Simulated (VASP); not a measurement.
# Ti20Si: single point with PBE+D3(BJ)

Ti20Si, a slab with vacuum:

```
Ti Si
1.0
     5.77235    0.00000    0.00000
    -2.88618    4.99901    0.00000
     0.00000    0.00000   26.51368
Ti Si
20 1
Direct
  0.33333 0.16667 0.15087
  0.33333 0.66667 0.15087
  0.83333 0.16667 0.15087
  0.83333 0.66667 0.15087
  0.16667 0.33333 0.23712
  0.16667 0.83333 0.23712
  0.66667 0.33333 0.23712
  0.66667 0.83333 0.23712
  0.33333 0.16667 0.32464
  0.33333 0.66667 0.32464
  0.83333 0.16667 0.32464
  0.83333 0.66667 0.32464
  0.16667 0.33333 0.41310
  0.16667 0.83333 0.41310
  0.66667 0.33333 0.41310
  0.66667 0.83333 0.41310
  0.33333 0.16667 0.49460
  0.33333 0.66667 0.49460
  0.83333 0.16667 0.49460
  0.83333 0.66667 0.49460
  0.50000 0.50000 0.61152
```

```
Program                : VASP 6.6.1
Task                   : single point
Functional             : PBE
Dispersion             : D3(BJ)
Potentials or basis    : VASP PAW PBE potentials, release 64 (Ti_sv, Si)
Cutoff                 : 520 eV
k mesh                 : 6 × 6 × 1
Occupations            : gaussian, width 0.1 eV
Spin                   : no spin polarisation
Dipole correction      : yes
Further INCAR settings : LREAL = Auto; ALGO = Normal; EDIFF = 1e-07; NBANDS = 138
```

The largest force is 2.495 eV/Å. The band gap on the k mesh is zero (bands 122 and 123 overlap by 0.78 eV) and the dispersion energy per atom is -0.494 eV.

Forces in eV/Å, atoms in the order of the input:
```
Ti   0.000 -0.003  0.483
Ti  -0.002  0.001  0.483
Ti   0.000  0.000  0.480
Ti   0.002  0.001  0.483
Ti   0.003  0.002 -0.489
Ti   0.000  0.000 -0.473
Ti  -0.003  0.002 -0.489
Ti   0.000 -0.003 -0.489
Ti   0.000  0.019  0.063
Ti   0.016 -0.009  0.063
Ti   0.000  0.000  0.045
Ti  -0.016 -0.009  0.063
Ti  -0.034 -0.020 -0.191
Ti   0.000  0.000 -0.332
Ti   0.034 -0.020 -0.191
Ti   0.000  0.040 -0.191
Ti   0.000  0.315  0.840
Ti   0.273 -0.158  0.840
Ti   0.000  0.000  0.661
Ti  -0.273 -0.158  0.840
Si   0.000  0.000 -2.495
```

Levels at points of the mesh, in eV from the Fermi level:
| k point | band 119 | band 120 | band 121 | band 122 | band 123 | band 124 | band 125 | band 126 |
| --- | --- | --- | --- | --- | --- | --- | --- | --- |
| (0.00, 0.00, 0.00) | 0.23 | 0.37 | 0.37 | 0.40 | 0.43 | 0.51 | 0.51 | 0.64 |
| (0.50, 0.00, 0.00) | -0.40 | -0.33 | -0.33 | -0.33 | -0.23 | -0.07 | -0.07 | 0.01 |

Wall time 81 min on 1 thread of Intel Xeon 8259CL, with other jobs on the host, peak memory 1.1 GiB.
